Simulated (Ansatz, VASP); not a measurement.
## C: VASP beside Ansatz

File INCAR:

```
  PREC = Accurate
  ENCUT = 520
  EDIFF = 1E-6
  ISMEAR = 0
  SIGMA = 0.1
  LREAL = F
  LASPH = T
  NELM = 80
  ALGO = Normal
  ISIF = 2
  LWAVE = F
  LCHARG = F
  GGA = PE
  NBANDS = 13
```

KPOINTS

```
Automatic mesh
0
Gamma
  8 8 8
```

File POSCAR:

```
C
1.0
    0.0000000000      2.3007846000      2.3264946500
    1.8812766300      0.0000000000      2.3264946500
    1.8812766300      2.3007846000      0.0000000000
C
3
Direct
    0.2500000000      0.2500000000      0.2500000000
    0.7500000000      0.7500000000      0.7500000000
    0.5000000000      0.5000000000      0.5000000000
```

Input for Ansatz:

```yaml
crystal:
  lattice:
    - [0.0, 2.3007846, 2.32649465]
    - [1.88127663, 0.0, 2.32649465]
    - [1.88127663, 2.3007846, 0.0]
  atoms:
    - { symbol: C, position: [0.25, 0.25, 0.25] }
    - { symbol: C, position: [0.75, 0.75, 0.75] }
    - { symbol: C, position: [0.5, 0.5, 0.5] }
basis:
  ecutwfc: 420
kpoints:
  mp_grid: { grid: [8, 8, 8] }
hamiltonian:
  xc: pbe
scf:
  occupations: { method: gaussian, width: 0.1 }
  lower_state_search: "off"
output:
  forces: true
  stress: true
  eigenvalues: true
```

Alike in both runs: task single point; functional PBE; k mesh 8 × 8 × 8; occupations gaussian, width 0.1 eV; no spin polarisation.

```csv
,VASP,Ansatz
version,VASP 6.6.1,Ansatz 0.2.0
potentials or method,"VASP PAW PBE potentials, release 64 (C), cutoff 520 eV","scalar-relativistic, plane waves, PAW"
valence electrons in the cell,12,12
```

```csv
,VASP,Ansatz,Ansatz less VASP
gap on the k mesh at the Fermi level (eV),none,none,-
pressure (GPa),-4.4,-4.5,-0.10
"traceless stress, the component that is largest in VASP (GPa)",-29.65,-29.68,-0.038
```

A gap of «none» marks a metal or a gap that the smearing closes. The functional is the same, so the differences come from potentials, cutoffs and numerics.
